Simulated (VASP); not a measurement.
Runs of VASP 6.6.1 on Te. It takes space group R-3m (No. 166, trigonal). Conventional cell: a = 4.612 Å, b = 4.612 Å, c = 5.073 Å, α = 90.00°, β = 90.00°, γ = 120.00°. Within 4.4 Å of Te (site symmetry -3m) lie 12 Te at 3.15 to 4.30 Å. 

| level | spin | k mesh | cutoff (eV) | smearing | grid for exact exchange (PRECFOCK) | share of exact exchange | screening parameter | gap on the mesh (eV) | pressure (GPa) | moment (μB) |
| --- | --- | --- | --- | --- | --- | --- | --- | --- | --- | --- |
| PBE exchange alone | non-collinear, zero start, SOC | 9 × 9 × 9 | 500 | tetrahedron | - | - | - | - | 13.0 | 0.00 |
| HSE06+D3(BJ) | off | 6 × 6 × 6 | 400 | fermi-dirac 0.15 eV | Normal | 0.25 | 0.2079 1/Å | none | -3.8 | - |
| BLYP | non-collinear, zero start, SOC | 9 × 9 × 9 | 500 | methfessel-paxton 0.1 eV | - | - | - | - | 7.7 | 0.00 |
| r2SCAN0+D3(BJ) | off | 6 × 6 × 6 | 440 | methfessel-paxton 0.1 eV | Normal | 0.25 | - | none | (b) | - |
| PBE0 | non-collinear, zero start, SOC | 5 × 5 × 5 | 400 | fermi-dirac 0.05 eV | Normal | 0.25 | - | - | -0.6 | (a) |

Alike in all rows: task single point; potentials or basis VASP PAW PBE potentials, release 64 (Te); cell as given.

**Question.** Estimate the missing entries.

**Answer.** (a) 0.03; (b) -2.8.

Caveats: some runs use coarse meshes; the PAW data sets were made with another functional, which shifts forces and pressure a little (at least some runs); the cell stands under pressure (at least some runs); spin-orbit coupling is left out, which moves the levels of the heavy elements (at least some runs); the cell stands under tension (at least some runs); three body term missing (at least some runs).

A k mesh can miss the band edges, and rows without SOC leave out spin-orbit coupling on Te.

A gap of «none» marks levels without a gap at the run's occupations.
